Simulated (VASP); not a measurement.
Set up this calculation in VASP 6.6.1, as the native input.

```
Task                   : single point
Functional             : PBE
Potentials or basis    : VASP PAW PBE potentials, release 64 (Na_pv, Al, O)
Cutoff                 : 520 eV
k mesh                 : 12 × 12 × 4
Occupations            : gaussian, width 0.1 eV
Spin                   : no spin polarisation
Dipole correction      : no
Further INCAR settings : ALGO = Normal; EDIFF = 1e-07; NBANDS = 28
```

The structure of Na4AlO lies in POSCAR:

```
Na4AlO
1.0
    3.5766579843      0.0000000000      0.0000000000
   -1.7883289922      3.0974766751      0.0000000000
    0.0000000000      0.0000000000     13.6608518778
Na Al O
4 1 1
Direct
    0.6666666667      0.3333333333      0.9299234682
    0.3333333333      0.6666666667      0.0700765318
    0.3333333333      0.6666666667      0.6806609361
    0.6666666667      0.3333333333      0.3193390639
    0.0000000000      0.0000000000      0.5000000000
    0.0000000000      0.0000000000      0.0000000000
```

The input as run:

INCAR

```
SYSTEM = Na4AlO
  PREC = Accurate
  ENCUT = 520
  EDIFF = 1E-7
  ISMEAR = 0
  SIGMA = 0.1
  LREAL = .False.
  LASPH = .True.
  NELM = 80
  ALGO = Normal
  ISIF = 2
  LWAVE = .False.
  LCHARG = .False.
  GGA = PE
  NBANDS = 28
```

KPOINTS

```
Automatic mesh
0
Gamma
  12 12 4
  0 0 0
```

Potentials or basis: VASP PAW PBE potentials, release 64 (Na_pv, Al, O).

The run is started by

```console
$ cat potpaw_PBE.64/Na_pv/POTCAR potpaw_PBE.64/Al/POTCAR potpaw_PBE.64/O/POTCAR > POTCAR
$ mpirun -np 1 vasp_std > vasp.out
```

It gave:

- Pressure: 0.1 GPa
- Largest force: 0.014 eV/Å
- Band gap on the k mesh: zero (an odd number of electrons rules out a gap without spin polarisation)

Caveat: an odd number of electrons without spin polarisation forces a metal; a magnetic or distorted state may lie lower.

Run time: 3.6 min on 1 thread of Intel(R) Xeon(R) 6975P-C (Granite Rapids), with other jobs on the host, peak memory 0.43 GiB.
